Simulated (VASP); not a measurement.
# Al (P6_3/mmc) in VASP: a series of runs

The runs below take Al through single point, with PBEsol.

Program: VASP 6.6.1. These are calculated values, not measurements. Logs are shortened: lines on timing, memory, paths and dates and some standing lists are left out, and cuts for length are marked.

## 1. The cell of the first run

The structure is hexagonal, space group P6_3/mmc (No. 194). Conventional cell: a = 2.770 Å, b = 2.770 Å, c = 4.490 Å, α = 90.00°, β = 90.00°, γ = 120.00°. Within 3.6 Å of Al (site symmetry -6m2) lie 12 Al at 2.76 to 2.77 Å.

## 2. Single point, PBEsol

File INCAR:

```
SYSTEM = Al
  ALGO = Normal
  EDIFF = 1E-6
  ENCUT = 520
  GGA = PS
  ISIF = 2
  ISMEAR = 0
  LASPH = .True.
  LCHARG = .True.
  LELF = .True.
  LREAL = .False.
  LVHAR = .True.
  LWAVE = .False.
  NBANDS = 10
  NELM = 60
  PREC = Accurate
  SIGMA = 0.15
```

File KPOINTS:

```
k-points
0
Gamma
  18 18 10
  0 0 0
```

File POSCAR:

```
Al
1.0
    2.7699000000      0.0000000000      0.0000000000
   -1.3849500000      2.3988037660      0.0000000000
    0.0000000000      0.0000000000      4.4899000000
Al
2
Direct
    0.6666666667      0.3333333333      0.7500000000
    0.3333333333      0.6666666667      0.2500000000
```

Potentials or basis: VASP PAW PBE potentials, release 64 (Al).

On the command line:

```
$ cat potpaw_PBE.64/Al/POTCAR > POTCAR
$ mpirun -np 1 vasp_std > vasp.out
```

OUTCAR:

```text
SYSTEM = Al
   EDIFF = 1E-6
   ENCUT = 520
   GGA = PS
   ISIF = 2
   ISMEAR = 0
   LASPH = .True.
   LREAL = .False.
   NELM = 60
   PREC = Accurate

 ion  position               nearest neighbor table
   1  0.667  0.333  0.750-   2 2.76   2 2.76   2 2.76   2 2.76   2 2.76   2 2.76
   2  0.333  0.667  0.250-   1 2.76   1 2.76   1 2.76   1 2.76   1 2.76   1 2.76

  LATTYP: Found a hexagonal cell.
 ALAT       =     2.7699000000
 C/A-ratio  =     1.6209610455

  Lattice vectors:

 A1 = (   2.7699000000,   0.0000000000,   0.0000000000)
 A2 = (  -1.3849500000,   2.3988037660,   0.0000000000)
 A3 = (   0.0000000000,   0.0000000000,   4.4899000000)

Analysis of symmetry for initial positions (statically):
=====================================================================
 Subroutine PRICEL returns:
 Original cell was already a primitive cell.

 Routine SETGRP: Setting up the symmetry group for a
 hexagonal supercell.

 Subroutine GETGRP returns: Found 24 space group operations
 (whereof 12 operations were pure point group operations)
 out of a pool of 24 trial point group operations.

The static configuration has the point symmetry D_3d.
 The point group associated with its full space group is D_6h.

Analysis of symmetry for dynamics (positions and initial velocities):
=====================================================================
 Subroutine PRICEL returns:
 Original cell was already a primitive cell.

 Routine SETGRP: Setting up the symmetry group for a
 hexagonal supercell.

 Subroutine GETGRP returns: Found 24 space group operations
 (whereof 12 operations were pure point group operations)
 out of a pool of 24 trial point group operations.

The dynamic configuration has the point symmetry D_3d.
 The point group associated with its full space group is D_6h.

 Subroutine INISYM returns: Found 24 space group operations
 (whereof 12 operations are pure point group operations),
 and found     1 'primitive' translations

----------------------------------------------------------------------------------------

                                     Primitive cell

  volume of cell :      29.8329

  direct lattice vectors                    reciprocal lattice vectors
     2.769900000  0.000000000  0.000000000     0.361023864  0.208437225  0.000000000
    -1.384950000  2.398803766  0.000000000     0.000000000  0.416874450  0.000000000
     0.000000000  0.000000000  4.489900000     0.000000000  0.000000000  0.222722110

  length of vectors
     2.769900000  2.769900000  4.489900000     0.416874450  0.416874450  0.222722110

  position of ions in fractional coordinates (direct lattice)
     0.666666667  0.333333333  0.750000000
     0.333333333  0.666666667  0.250000000

  ion indices of the primitive-cell ions
   primitive index   ion index
                 1           1
                 2           2

----------------------------------------------------------------------------------------

 KPOINTS: k-points

Automatic generation of k-mesh.
 Grid dimensions read from file:
 generate k-points for:   18   18   10

 Generating k-lattice:

  Cartesian coordinates                     Fractional coordinates (reciprocal lattice)
     0.020056881  0.011579846  0.000000000     0.055555556  0.000000000  0.000000000
     0.000000000  0.023159692  0.000000000     0.000000000  0.055555556  0.000000000
     0.000000000  0.000000000  0.022272211     0.000000000  0.000000000  0.100000000

  Length of vectors
     0.023159692  0.023159692  0.022272211

  Shift w.r.t. Gamma in fractional coordinates (k-lattice)
     0.000000000  0.000000000  0.000000000

 Subroutine IBZKPT returns following result:
 ===========================================

 Found    222 irreducible k-points:

 Following reciprocal coordinates:
            Coordinates               Weight
  0.000000  0.000000  0.000000      1.000000
  0.055556  0.000000  0.000000      6.000000
  0.111111  0.000000  0.000000      6.000000
  0.166667 -0.000000  0.000000      6.000000
  0.222222  0.000000  0.000000      6.000000
  0.277778 -0.000000  0.000000      6.000000
[... 16 lines left out ...]
  0.333333  0.111111  0.000000     12.000000
  0.388889  0.111111  0.000000     12.000000
 [... further k-points ...]
   k-points           NKPTS =    222   k-points in BZ     NKDIM =    222   number of bands    NBANDS=     10
   number of dos      NEDOS =    301   number of ions     NIONS =      2
   total plane-waves  NPLWV =  20736
   dimension x,y,z NGX =    24 NGY =   24 NGZ =   36
   dimension x,y,z NGXF=    48 NGYF=   48 NGZF=   72
   ions per type =               2
   NGX,Y,Z   is equivalent  to a cutoff of  14.40, 14.40, 13.33 a.u.
   NGXF,Y,Z  is equivalent  to a cutoff of  28.81, 28.81, 26.66 a.u.
 SYSTEM =  Al
   PREC   = accura    normal or accurate (medium, high low for compatibility)
   ISTART =      0    job   : 0-new  1-cont  2-samecut
   ICHARG =      2    charge: 1-file 2-atom 10-const
   ISPIN  =      1    spin polarized calculation?
   LNONCOLLINEAR =      F non collinear calculations
   LSORBIT =      F    spin-orbit coupling
   LASPH  =      T    aspherical Exc in radial PAW
   ENCUT  =  520.0 eV  38.22 Ry    6.18 a.u.   5.15  5.15  8.35*2*pi/ulx,y,z
   NELM   =     60;   NELMIN=  2; NELMDL= -5     # of ELM steps
   EDIFF  = 0.1E-05   stopping-criterion for ELM
   LREAL  =      F    real-space projection
   EDIFFG = 0.1E-04   stopping-criterion for IOM
   NSW    =      0    number of steps for IOM
   IBRION =     -1    ionic relax: 0-MD 1-quasi-New 2-CG
   NFREE  =      0    steps in history (QN), initial steepest desc. (CG)
   ISIF   =      2    stress and relaxation
   ISYM   =      2    0-nonsym 1-usesym 2-fastsym
   POTIM  = 0.5000    time-step for ionic-motion
   TEBEG  =    0.0;   TEEND  =   0.0 temperature during run
   PSTRESS=    0.0 pullay stress
   NELECT =       6.0000    total number of electrons
   NUPDOWN=      -1.0000    fix difference up-down
   EMIN   =  10.00;   EMAX   =-10.00  energy-range for DOS
   EFERMI =   0.00;   METHOD = LEGACY
   ISMEAR =     0;   SIGMA  =   0.15  broadening in eV -4-tet -1-fermi 0-gaus
   EFERMI_NEDOS =   21; number of points for ismear=-14 and -15
   IALGO  =     38    algorithm
   IMIX   =      4    mixing-type and parameters
     AMIX     =   0.40;   BMIX     =  1.00
     AMIX_MAG =   1.60;   BMIX_MAG =  1.00
  volume/ion in A,a.u.               =      14.92       100.66
  Fermi-wavevector in a.u.,A,eV,Ry     =   0.959165  1.812559 12.517332  0.919998
  Thomas-Fermi vector in A             =   2.088337
   LORBIT       =      0    0 simple, 1 ext, 2 COOP (PROOUT), +10 PAW based schemes
   GGA     = PS    functional components
   LHFCALC =     F    Hartree Fock is set to
   AEXX    =    0.0000 exact exchange contribution
   IVDW    =     0    specifies the selected vdW correction
   LEPSILON=     F    determine dielectric tensor
   LRPA    =     F    only Hartree local field effects (RPA)
 non-spin polarized calculation
 Gauss-broadening in eV      SIGMA  =   0.15
  energy-cutoff  :      520.00
  volume of cell :       29.83
 maximum number of plane-waves:       818
 NGX is ok and might be reduce to    24
   NGX = 11   NGY = 11   NGZ = 17

 number of electron       6.0000000 magnetization

 Free energy of the ion-electron system (eV)
  ---------------------------------------------------
  ext. energy  EPLUGINS =         0.00000000
  ---------------------------------------------------
  free energy    TOTEN  =        -8.04873405 eV

  energy without entropy =       -8.03882680  energy(sigma->0) =       -8.04378043

 E-fermi :   9.0496     XC(G=0): -10.6318

 val. band max:        9.0444381329   @ k =   0.2222   0.2222   0.0000
 cond. band min:       9.0698055624   @ k =   0.3333   0.0000   0.1000
 fundamental gap:      0.0253674296
 Fermi energy:         9.0496113195

 k-point     1 :       0.0000    0.0000    0.0000
  band No.  band energies     occupation
      1      -2.8063      2.00000
      2       4.0868      2.00000
      3       4.6116      2.00000
      4      20.3258      0.00000
      5      20.3258      0.00000
      6      20.4709      0.00000
      7      20.4709      0.00000
      8      21.7343      0.00000
      9      23.9820      0.00000
     10      24.9504      0.00000

 k-point     2 :       0.0556    0.0000    0.0000
  band No.  band energies     occupation
      1      -2.7271      2.00000
      2       4.1597      2.00000
      3       4.6881      2.00000
      4      18.5636      0.00000
      5      19.2656      0.00000
      6      20.4281      0.00000
      7      21.6541      0.00000
      8      22.4706      0.00000
      9      24.4501      0.00000
     10      24.6482      0.00000

 k-point     3 :       0.1111    0.0000    0.0000
  band No.  band energies     occupation
      1      -2.4895      2.00000
      2       4.3782      2.00000
      3       4.9167      2.00000
      4      16.3838      0.00000
      5      18.2684      0.00000
      6      19.5701      0.00000
      7      22.5448      0.00000
      8      22.5483      0.00000
      9      22.9657      0.00000
     10      23.9353      0.00000

 k-point     4 :       0.1667   -0.0000    0.0000
  band No.  band energies     occupation
      1      -2.0945      2.00000
      2       4.7426      2.00000
      3       5.2932      2.00000
      4      14.2276      0.00000
      5      17.4045      0.00000
      6      18.5550      0.00000
      7      20.4605      0.00000
      8      21.2532      0.00000
      9      23.4351      0.00000
     10      23.5399      0.00000
[... 222 lines left out ...]
 k-point    22 :       0.2778    0.1111    0.0000
  band No.  band energies     occupation
      1       0.2490      2.00000
      2       6.9290      2.00000
      3       7.1767      2.00000
      4       8.9036      1.83147
      5      12.4217      0.00000
      6      14.8580      0.00000
      7      15.8678      0.00000
      8      18.9552      0.00000
      9      19.6252      0.00000
     10      20.6343      0.00000

 k-point    23 :       0.3333    0.1111    0.0000
  band No.  band energies     occupation
      1       1.2504      2.00000
      2       6.4984      2.00000
      3       7.8728      2.00000
      4       8.7978      1.98239
      5      11.9452      0.00000
      6      13.1998      0.00000
      7      14.4795      0.00000
      8      18.5650      0.00000
      9      19.3137      0.00000
     10      20.2997      0.00000

 k-point    24 :       0.3889    0.1111    0.0000
  band No.  band energies     occupation
      1       2.3943      2.00000
      2       5.0704      2.00000
      3       8.9456      1.67300
      4       9.6582      0.00000
      5      11.4134      0.00000
      6      11.6940      0.00000
      7      13.4424      0.00000
      8      18.3332      0.00000
      9      19.1248      0.00000
     10      20.0955      0.00000

 [... further k-points ...]

------------------------ aborting loop because EDIFF is reached ----------------------------------------

  FORCE on cell =-STRESS in cart. coord.  units (eV):
  Direction    XX          YY          ZZ          XY          YZ          ZX
  --------------------------------------------------------------------------------------
  -------------------------------------------------------------------------------------
  Total        1.5808756      1.5808756      1.6815333      0.0000000     -0.0000000      0.0000000
  in kB       84.9009984     84.9009984     90.3068275      0.0000000     -0.0000000      0.0000000
  external PRESSURE =      86.7029414 kB  Pullay stress =       0.0000000 kB

 VOLUME and BASIS-vectors are now :
 -----------------------------------------------------------------------------
  energy-cutoff  :      520.00
  volume of cell :       29.83
      direct lattice vectors                 reciprocal lattice vectors
     2.769900000  0.000000000  0.000000000     0.361023864  0.208437225  0.000000000
    -1.384950000  2.398803766  0.000000000     0.000000000  0.416874450  0.000000000
     0.000000000  0.000000000  4.489900000     0.000000000  0.000000000  0.222722110

 POSITION                                       TOTAL-FORCE (eV/Angst)
 -----------------------------------------------------------------------------------
      1.38495      0.79960      3.36742        -0.000000      0.000000      0.000000
     -0.00000      1.59920      1.12247         0.000000     -0.000000      0.000000
 -----------------------------------------------------------------------------------
    total drift:                                0.000000     -0.000000     -0.000000

  FREE ENERGIE OF THE ION-ELECTRON SYSTEM (eV)
  ---------------------------------------------------
  free  energy   TOTEN  =        -8.0487340510 eV

  energy  without entropy=       -8.0388268034  energy(sigma->0) =       -8.04378043
```

It took 25 s on 1 thread of Intel Xeon Platinum 8559C (Emerald Rapids), shared host; peak memory 0.18 GiB.

What came out:

* Free energy: -8.0487 eV
* Pressure: 8.7 GPa
* Band gap on the k mesh: zero (band 3 reaches 13.48 eV, above the bottom of band 4 at 5.69 eV)

Caveat: the PAW data sets were made with another functional, which shifts forces and pressure a little.

## 3. Single point, PBEsol

This run uses another cell than the first one, of 15.10 Å³/atom, 1.012 times its volume.

File INCAR:

```
SYSTEM = Al
ALGO     = Fast           ! electronic algorithm
EDIFF    = 1E-7           ! SCF threshold, eV
ENCUT    = 520            ! plane-wave cutoff, eV
GGA      = PS             ! functional
ISIF     = 2              ! what is computed and relaxed
ISMEAR   = 0              ! smearing method
LASPH    = .TRUE.         ! aspherical terms in the spheres
LCHARG   = .FALSE.        ! write CHGCAR
LREAL    = .FALSE.        ! projectors in reciprocal space
LWAVE    = .FALSE.        ! write WAVECAR
NBANDS   = 10             ! bands
NELM     = 100            ! most SCF steps
PREC     = Accurate       ! precision mode
SIGMA    = 0.15           ! smearing width, eV
```

File KPOINTS:

```
k-points
0
G
  18 18 10
  0 0 0
```

File POSCAR:

```
Al
1.0
    2.8098000000      0.0000000000      0.0000000000
   -1.4049000000      2.4333581796      0.0000000000
    0.0000000000      0.0000000000      4.4157000000
Al
2
Direct
    0.6666666667      0.3333333333      0.7500000000
    0.3333333333      0.6666666667      0.2500000000
```

Potentials or basis: VASP PAW PBE potentials, release 64 (Al).

On the command line:

```
$ cat potpaw_PBE.64/Al/POTCAR > POTCAR
$ mpirun -np 1 vasp_std > vasp.out
```

Run time: 32 s. Hardware: 1 thread of Intel Xeon Platinum 8559C (Emerald Rapids), shared host; peak memory 0.18 GiB.

It converged, with:

| Property | Result |
| --- | --- |
| Free energy | -8.0565 eV |
| Pressure | 7.5 GPa |
| Band gap on the k mesh | zero (band 3 reaches 13.83 eV, above the bottom of band 4 at 5.51 eV) |

Stress tensor (GPa, compression positive):
```
 6.02  0.00  0.00
 0.00  6.02  0.00
 0.00  0.00 10.46
```

Levels at points of the mesh, in eV from the Fermi level:
| k point | band 1 | band 2 | band 3 | band 4 | band 5 | band 6 |
| --- | --- | --- | --- | --- | --- | --- |
| (0.00, 0.00, 0.00) | -11.76 | -4.71 | -4.02 | 10.65 | 10.65 | 10.95 |
| (0.50, 0.00, 0.00) | -5.75 | -5.60 | 0.64 | 1.46 | 1.68 | 2.22 |
| (0.00, 0.00, 0.50) | -9.88 | -9.88 | 4.39 | 4.39 | 11.86 | 11.86 |
| (0.50, 0.00, 0.50) | -4.26 | -4.26 | -3.40 | -3.40 | 7.12 | 7.12 |

Caveat: the PAW data sets were made with another functional, which shifts forces and pressure a little.
